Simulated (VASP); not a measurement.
# K2H3 (C2) in VASP: relaxation of cell and atoms with PBE

Aim: the relaxation of cell and atoms of K2H3 with PBE.

Program: VASP 6.6.1. These are calculated values, not measurements. Logs are shortened: lines on timing, memory, paths and dates and some standing lists are left out, and cuts for length are marked.

## Step 1: The cell of the first run

It takes space group C2 (No. 5, monoclinic). Conventional cell: a = 6.965 Å, b = 5.279 Å, c = 7.627 Å, α = 90.00°, β = 92.81°, γ = 90.00°. Within 3.5 Å of K (site symmetry 1) lie 6 H at 2.67 to 3.09 Å. H (site symmetry 2) has 3 H at 2.11 to 2.88 Å and 4 K at 2.81 to 2.87 Å within 2.9 Å. H (site symmetry 2) has 1 H at 0.77 Å within 1.1 Å. H (site symmetry 2) has 1 H at 0.77 Å within 1.1 Å.

The cell was generated, and may not be a known phase.

## Step 2: Relaxation of cell and atoms, PBE

INCAR reads:

```
SYSTEM = K2H3
PREC = Accurate ; ENCUT = 600
EDIFF = 1E-7 ; ISMEAR = 0
SIGMA = 0.1 ; LREAL = .FALSE.
LASPH = .TRUE. ; NELM = 100
ALGO = Normal ; ISIF = 3
LWAVE = .FALSE. ; LCHARG = .FALSE.
GGA = PE ; IBRION = 2
NSW = 100 ; EDIFFG = -0.01
```

KPOINTS reads:

```
Automatic mesh
0
G
  10 10 6
  0 0 0
```

POSCAR reads:

```
K2H3
1.0
    3.4826042527     -2.6396261048      0.0000000000
    3.4826042527      2.6396261048      0.0000000000
   -0.3744130711      0.0000000000      7.6180660450
K H
2 3
Direct
    0.2196405177      0.2701074613      0.2624212021
    0.7298925387      0.7803594823      0.7375787979
    0.2242668778      0.7757331222      0.5000000000
    0.6791827835      0.3208172165      0.5000000000
    0.8254059135      0.1745940865      0.5000000000
```

Potentials or basis: VASP PAW PBE potentials, release 64 (K_sv, H).

Command:

```
$ cat potpaw_PBE.64/K_sv/POTCAR potpaw_PBE.64/H/POTCAR > POTCAR
$ mpirun -np 1 vasp_std > vasp.out
```

OUTCAR:

```text
SYSTEM = K2H3
   PREC = Accurate
   ENCUT = 600
   EDIFF = 1E-7
   ISMEAR = 0
   LREAL = .FALSE.
   LASPH = .TRUE.
   NELM = 100
   ISIF = 3
   GGA = PE
   IBRION = 2
   NSW = 100
   EDIFFG = -0.01

 ion  position               nearest neighbor table
   1  0.220  0.270  0.262-
   2  0.730  0.780  0.738-
   3  0.224  0.776  0.500-
   4  0.679  0.321  0.500-   5 0.77
   5  0.825  0.175  0.500-   4 0.77

  LATTYP: Found a base centered monoclinic cell.
 ALAT       =     6.9652085054
 B/A-ratio  =     0.7579460407
 C/A-ratio  =     1.0950514009
 COS(beta)  =    -0.0490887954

  Lattice vectors:

 A1 = (   3.4826042527,  -2.6396261048,   0.0000000000)
 A2 = (   3.4826042527,   2.6396261048,   0.0000000000)
 A3 = (  -0.3744130711,   0.0000000000,   7.6180660450)

Analysis of symmetry for initial positions (statically):
=====================================================================
 Subroutine PRICEL returns:
 Original cell was already a primitive cell.

 Routine SETGRP: Setting up the symmetry group for a
 base centered monoclinic supercell.

 Subroutine GETGRP returns: Found  2 space group operations
 (whereof  2 operations were pure point group operations)
 out of a pool of  4 trial point group operations.

The static configuration has the point symmetry C_2 .

Analysis of symmetry for dynamics (positions and initial velocities):
=====================================================================
 Subroutine PRICEL returns:
 Original cell was already a primitive cell.

 Routine SETGRP: Setting up the symmetry group for a
 base centered monoclinic supercell.

 Subroutine GETGRP returns: Found  2 space group operations
 (whereof  2 operations were pure point group operations)
 out of a pool of  4 trial point group operations.

The dynamic configuration has the point symmetry C_2 .

 Subroutine INISYM returns: Found  2 space group operations
 (whereof  2 operations are pure point group operations),
 and found     1 'primitive' translations

----------------------------------------------------------------------------------------

                                     Primitive cell

  volume of cell :     140.0623

  direct lattice vectors                    reciprocal lattice vectors
     3.482604253 -2.639626105  0.000000000     0.143570720 -0.189420766  0.007056221
     3.482604253  2.639626105  0.000000000     0.143570720  0.189420766  0.007056221
    -0.374413071  0.000000000  7.618066045     0.000000000  0.000000000  0.131266911

  length of vectors
     4.369915143  4.369915143  7.627261331     0.237786813  0.237786813  0.131266911

  position of ions in fractional coordinates (direct lattice)
     0.219640518  0.270107461  0.262421202
     0.729892539  0.780359482  0.737578798
     0.224266878  0.775733122  0.500000000
     0.679182784  0.320817216  0.500000000
     0.825405913  0.174594087  0.500000000

  ion indices of the primitive-cell ions
   primitive index   ion index
                 1           1
                 2           2
                 3           3
                 4           4
                 5           5

----------------------------------------------------------------------------------------

 KPOINTS: Automatic mesh

Automatic generation of k-mesh.
 Grid dimensions read from file:
 generate k-points for:   10   10    6

 Generating k-lattice:

  Cartesian coordinates                     Fractional coordinates (reciprocal lattice)
     0.014357072 -0.018942077  0.000705622     0.100000000  0.000000000 -0.000000000
     0.014357072  0.018942077  0.000705622     0.000000000  0.100000000 -0.000000000
     0.000000000  0.000000000  0.021877819     0.000000000  0.000000000  0.166666667

  Length of vectors
     0.023778681  0.023778681  0.021877819

  Shift w.r.t. Gamma in fractional coordinates (k-lattice)
     0.000000000  0.000000000  0.000000000

 Subroutine IBZKPT returns following result:
 ===========================================

 Found    172 irreducible k-points:

 Following reciprocal coordinates:
            Coordinates               Weight
  0.000000  0.000000  0.000000      1.000000
  0.100000 -0.000000 -0.000000      4.000000
  0.200000 -0.000000 -0.000000      4.000000
  0.300000 -0.000000  0.000000      4.000000
  0.400000 -0.000000  0.000000      4.000000
  0.500000  0.000000  0.000000      2.000000
[... 16 lines left out ...]
  0.300000  0.300000  0.000000      2.000000
  0.400000  0.300000  0.000000      4.000000
 [... further k-points ...]
   k-points           NKPTS =    172   k-points in BZ     NKDIM =    172   number of bands    NBANDS=     14
   number of dos      NEDOS =    301   number of ions     NIONS =      5
   total plane-waves  NPLWV =  82944
   dimension x,y,z NGX =    36 NGY =   36 NGZ =   64
   dimension x,y,z NGXF=    72 NGYF=   72 NGZF=  128
   ions per type =               2   3
   NGX,Y,Z   is equivalent  to a cutoff of  13.70, 13.70, 13.95 a.u.
   NGXF,Y,Z  is equivalent  to a cutoff of  27.39, 27.39, 27.90 a.u.
 SYSTEM =  K2H3
   PREC   = accura    normal or accurate (medium, high low for compatibility)
   ISTART =      0    job   : 0-new  1-cont  2-samecut
   ICHARG =      2    charge: 1-file 2-atom 10-const
   ISPIN  =      1    spin polarized calculation?
   LNONCOLLINEAR =      F non collinear calculations
   LSORBIT =      F    spin-orbit coupling
   LASPH  =      T    aspherical Exc in radial PAW
   ENCUT  =  600.0 eV  44.10 Ry    6.64 a.u.   8.73  8.73 15.23*2*pi/ulx,y,z
   NELM   =    100;   NELMIN=  2; NELMDL= -5     # of ELM steps
   EDIFF  = 0.1E-06   stopping-criterion for ELM
   LREAL  =      F    real-space projection
   EDIFFG = -.1E-01   stopping-criterion for IOM
   NSW    =    100    number of steps for IOM
   IBRION =      2    ionic relax: 0-MD 1-quasi-New 2-CG
   NFREE  =      1    steps in history (QN), initial steepest desc. (CG)
   ISIF   =      3    stress and relaxation
   ISYM   =      2    0-nonsym 1-usesym 2-fastsym
   POTIM  = 0.5000    time-step for ionic-motion
   TEBEG  =    0.0;   TEEND  =   0.0 temperature during run
   PSTRESS=    0.0 pullay stress
   NELECT =      21.0000    total number of electrons
   NUPDOWN=      -1.0000    fix difference up-down
   EMIN   =  10.00;   EMAX   =-10.00  energy-range for DOS
   EFERMI =   0.00;   METHOD = LEGACY
   ISMEAR =     0;   SIGMA  =   0.10  broadening in eV -4-tet -1-fermi 0-gaus
   EFERMI_NEDOS =   21; number of points for ismear=-14 and -15
   IALGO  =     38    algorithm
   IMIX   =      4    mixing-type and parameters
     AMIX     =   0.40;   BMIX     =  1.00
     AMIX_MAG =   1.60;   BMIX_MAG =  1.00
  volume/ion in A,a.u.               =      28.01       189.04
  Fermi-wavevector in a.u.,A,eV,Ry     =   0.869709  1.643512 10.291372  0.756394
  Thomas-Fermi vector in A             =   1.988570
   LORBIT       =      0    0 simple, 1 ext, 2 COOP (PROOUT), +10 PAW based schemes
   GGA     = PE    functional components
   LHFCALC =     F    Hartree Fock is set to
   AEXX    =    0.0000 exact exchange contribution
   IVDW    =     0    specifies the selected vdW correction
   LEPSILON=     F    determine dielectric tensor
   LRPA    =     F    only Hartree local field effects (RPA)
 conjugate gradient relaxation of ions
 non-spin polarized calculation
 Gauss-broadening in eV      SIGMA  =   0.10
  energy-cutoff  :      600.00
  volume of cell :      140.06
 maximum number of plane-waves:      4693
   NGX = 17   NGY = 17   NGZ = 31

--------------------------------------- Ionic step        1  -------------------------------------------

 number of electron      21.0000000 magnetization

 Free energy of the ion-electron system (eV)
  ---------------------------------------------------
  ext. energy  EPLUGINS =         0.00000000
  ---------------------------------------------------
  free energy    TOTEN  =       -12.24615851 eV

  energy without entropy =      -12.24007440  energy(sigma->0) =      -12.24311645

------------------------ aborting loop because EDIFF is reached ----------------------------------------

  FORCE on cell =-STRESS in cart. coord.  units (eV):
  Direction    XX          YY          ZZ          XY          YZ          ZX
  --------------------------------------------------------------------------------------
  -------------------------------------------------------------------------------------
  Total        0.1132971     -0.1097535      0.0468006      0.0000000      0.0000000      0.0163389
  in kB        1.2960088     -1.2554736      0.5353531      0.0000000      0.0000000      0.1869009
  external PRESSURE =       0.1919628 kB  Pullay stress =       0.0000000 kB
[... 98 lines left out ...]
  FREE ENERGIE OF THE ION-ELECTRON SYSTEM (eV)
  ---------------------------------------------------
  free  energy   TOTEN  =       -12.2463242344 eV

  energy  without entropy=      -12.2402308890  energy(sigma->0) =      -12.24327756

[... ionic steps 4 to 13 ...]

--------------------------------------- Ionic step       14  -------------------------------------------

 number of electron      20.9999999 magnetization

------------------------ aborting loop because EDIFF is reached ----------------------------------------
[... 73 lines left out ...]
--------------------------------------- Ionic step       16  -------------------------------------------

 number of electron      20.9999999 magnetization

 Free energy of the ion-electron system (eV)
  ---------------------------------------------------
  ext. energy  EPLUGINS =         0.00000000
  ---------------------------------------------------
  free energy    TOTEN  =       -12.24835824 eV

  energy without entropy =      -12.24207217  energy(sigma->0) =      -12.24521521

 E-fermi :   0.2207     XC(G=0):  -6.1468

 val. band max:        0.2060873538   @ k =   0.4000   0.1000   0.1667
 cond. band min:       0.2259937787   @ k =   0.4000  -0.0000   0.3333
 fundamental gap:      0.0199064249
 Fermi energy:         0.2207257671

 k-point     1 :       0.0000    0.0000    0.0000
  band No.  band energies     occupation
      1     -31.7738      2.00000
      2     -31.7688      2.00000
      3     -15.3102      2.00000
      4     -15.3038      2.00000
      5     -15.2910      2.00000
      6     -15.2089      2.00000
      7     -15.1828      2.00000
      8     -15.1776      2.00000
      9      -8.7135      2.00000
     10      -2.3121      2.00000
     11      -0.5291      2.00000
     12       0.4620      0.00064
     13       3.0344      0.00000
     14       4.1912      0.00000
[... 377 lines left out ...]
      1     -31.7676      2.00000
      2     -31.7644      2.00000
      3     -15.3832      2.00000
      4     -15.3340      2.00000
      5     -15.2654      2.00000
      6     -15.2483      2.00000
      7     -15.2182      2.00000
      8     -15.2092      2.00000
      9      -8.5460      2.00000
     10      -2.0880      2.00000
     11       0.3202      0.15946
     12       1.5302      0.00000
     13       2.2396      0.00000
     14       2.6374      0.00000

 [... further k-points ...]

------------------------ aborting loop because EDIFF is reached ----------------------------------------

  FORCE on cell =-STRESS in cart. coord.  units (eV):
  Direction    XX          YY          ZZ          XY          YZ          ZX
  --------------------------------------------------------------------------------------
  -------------------------------------------------------------------------------------
  Total       -0.0032988      0.0151665      0.0185687      0.0000000      0.0000000      0.0093100
  in kB       -0.0377822      0.1737095      0.2126757      0.0000000      0.0000000      0.1066314
  external PRESSURE =       0.1162010 kB  Pullay stress =       0.0000000 kB
[... 20 lines left out ...]
  FREE ENERGIE OF THE ION-ELECTRON SYSTEM (eV)
  ---------------------------------------------------
  free  energy   TOTEN  =       -12.2483582384 eV

  energy  without entropy=      -12.2420721721  energy(sigma->0) =      -12.24521521

 reached required accuracy - stopping structural energy minimisation
```

Run time: 51 min. Hardware: 1 thread of Intel Xeon 8259CL, shared host; peak memory 0.58 GiB.

Results:

```
Free energy                           : -12.2484 eV
Relaxed volume                        : 27.98 Å³/atom
Relaxed cell                          : a = 4.389 Å, b = 4.389 Å, c = 7.628 Å, α = 91.80°, β = 91.80°, γ = 72.32°
Space group after relaxing (to 0.1 Å) : C2 (No. 5)
Energy gained by relaxing             : 0.4 meV/atom
Ionic steps                           : 16
Pressure after relaxing               : 0.0 GPa
Largest force after relaxing          : 0.009 eV/Å
Band gap on the k mesh                : zero (an odd number of electrons rules out a gap without spin polarisation)
```

Forces on the atoms (eV/Å):
```
K    0.002 -0.004 -0.004
K   -0.002 -0.004  0.004
H    0.000 -0.007  0.000
H    0.000  0.007  0.000
H    0.000  0.009  0.000
```

Step by step:
| step | energy change (eV) | largest force (eV/Å) | pressure (GPa) | volume (Å³) |
| --- | --- | --- | --- | --- |
| 1 | 0.0000 | 0.0310 | 0.02 | 140.06 |
| 2 | -0.0002 | 0.0769 | 0.04 | 140.13 |
| 3 | -0.0002 | 0.0748 | 0.04 | 140.13 |
| 4 | -0.0003 | 0.0708 | 0.04 | 140.19 |
| 5 | -0.0006 | 0.0593 | 0.02 | 140.36 |
| 6 | -0.0011 | 0.0367 | -0.01 | 140.70 |
| 7 | -0.0012 | 0.0260 | -0.08 | 141.38 |
| 8 | -0.0013 | 0.0195 | -0.05 | 141.11 |
| 9 | -0.0014 | 0.0181 | -0.05 | 140.99 |
| 10 | -0.0017 | 0.0245 | -0.03 | 140.62 |
| 11 | -0.0019 | 0.0468 | 0.02 | 139.87 |
| 12 | -0.0019 | 0.0846 | -0.01 | 139.76 |
| 13 | -0.0020 | 0.0168 | 0.01 | 139.83 |
| 14 | -0.0020 | 0.0160 | 0.01 | 139.83 |
| 15 | -0.0021 | 0.0138 | 0.01 | 139.85 |
| 16 | -0.0022 | 0.0092 | 0.01 | 139.89 |

Final structure:
```
K H
1.0
     3.54342   -2.58970    0.01945
     3.54342    2.58970    0.01945
    -0.33860    0.00000    7.62018
K H
2 3
Direct
  0.22193 0.26983 0.26312
  0.73017 0.77807 0.73688
  0.22757 0.77243 0.50000
  0.67477 0.32523 0.50000
  0.82395 0.17605 0.50000
```

Levels at points of the mesh, in eV from the Fermi level:
| k point | band 8 | band 9 | band 10 | band 11 | band 12 | band 13 | band 14 |
| --- | --- | --- | --- | --- | --- | --- | --- |
| (0.00, 0.00, 0.00) | -15.40 | -8.93 | -2.53 | -0.75 | 0.24 | 2.81 | 3.97 |
| (0.50, 0.00, 0.00) | -15.40 | -8.75 | -3.02 | 0.71 | 0.96 | 2.15 | 2.45 |
| (0.50, 0.50, 0.00) | -15.43 | -8.73 | -2.11 | 0.55 | 1.06 | 1.36 | 3.16 |
| (0.00, 0.00, 0.50) | -15.40 | -8.93 | -2.38 | -1.44 | 1.71 | 2.44 | 2.82 |
| (0.50, 0.00, 0.50) | -15.40 | -8.75 | -3.01 | 0.60 | 0.73 | 2.90 | 3.12 |
| (0.50, 0.50, 0.50) | -15.44 | -8.73 | -2.11 | 1.07 | 1.07 | 1.30 | 2.04 |

Caveat: an odd number of electrons without spin polarisation forces a metal; a magnetic or distorted state may lie lower.
